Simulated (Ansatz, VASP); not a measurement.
**V2F in VASP and in Ansatz**

```xyz
3
Lattice="2.9850 0.0000 0.0000 -1.4925 2.5851 0.0000 0.0000 0.0000 4.8744" Properties=species:S:1:pos:R:3 pbc="T T T"
F     0.0000    0.0000    0.0000
V     0.0000    1.7234    1.2186
V     1.4925    0.8617    3.6558
```

Alike in both runs: task single point; functional PBE; k mesh 7 × 7 × 4; collinear spin.

|  | VASP | Ansatz |
| --- | --- | --- |
| version | VASP 6.6.1 | Ansatz 0.2 development build |
| potentials or method | VASP PAW PBE potentials, release 64 (F, V_sv), cutoff 600 eV | all-electron full-potential LAPW, scalar-relativistic |
| occupations | fermi-dirac, width 0.05 eV | fermi-dirac |

|  | VASP | Ansatz | Ansatz less VASP |
| --- | --- | --- | --- |
| pressure (GPa) | -1.0 | -1.3 | -0.28 |
| traceless stress, the component that is largest in VASP (GPa) | -2.47 | -2.47 | +0.001 |
| rms of the force components (eV/Å) | 1.335 | 1.316 | -0.0185 |
| net moment per atom (μB) | 0.48 | 0.49 | +0.013 |
| size of the moment on the site where the two differ most (μB) | 0.65 | 0.63 | -0.021 |

Site moments also hang on the region over which each program counts them. Atom by atom the forces differ by 0.018 eV/Å (rms over components). Ansatz ran all-electron here, and VASP with PAW potentials. Ansatz's warnings: structure snapped to symmetry.
